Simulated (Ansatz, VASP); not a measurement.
# InSe in VASP and in Ansatz

```xyz
8
Lattice="4.0473 0.0000 0.0000 -2.0237 3.5051 0.0000 0.0000 0.0000 18.0521" Properties=species:S:1:pos:R:3 pbc="T T T"
In   -2.0237    3.5051   10.4231
In   -2.0237    3.5051    7.6289
In    0.0000    2.3367   16.6550
In    0.0000    2.3367    1.3971
Se    2.0237    1.0684   15.3984
Se    2.0237    1.1684    2.6537
Se    0.0000    2.3367   11.6800
Se    0.0000    2.3367    6.3721
```

Alike in both runs: task single point; functional PBEsol; k mesh 12 × 12 × 2; occupations gaussian, width 0.05 eV; no spin polarisation.

```csv
,VASP,Ansatz
version,VASP 6.6.1,Ansatz 0.2.0
potentials or method,"VASP PAW PBE potentials, release 64 (In_d, Se), cutoff 520 eV","scalar-relativistic, plane waves, PAW"
valence electrons in the cell,76,116
```

Ansatz gave:

| Property | Result |
| --- | --- |
| gap on the k mesh at the Fermi level (eV) | 0.64 |
| least direct gap on the mesh (eV) | 0.64 |
| pressure (GPa) | -0.7 |
| traceless stress, the component that is largest in VASP (GPa) | -0.51 |
| rms of the force components (eV/Å) | 0.165 |

Question: Estimate VASP's values.

Answer: gap on the k mesh at the Fermi level (eV): 0.63; least direct gap on the mesh (eV): 0.63; pressure (GPa): -0.7; traceless stress, the component that is largest in VASP (GPa): -0.51; rms of the force components (eV/Å): 0.168.

VASP's potentials were made for PBE, not for PBEsol. Atom by atom the forces differ by 0.011 eV/Å (rms over components). With one functional, cell and mesh, what is left measures potentials, basis and numerics. VASP's potentials hold 76 valence electrons a cell and Ansatz's 116, so a difference there can come from the potentials and not from the codes.
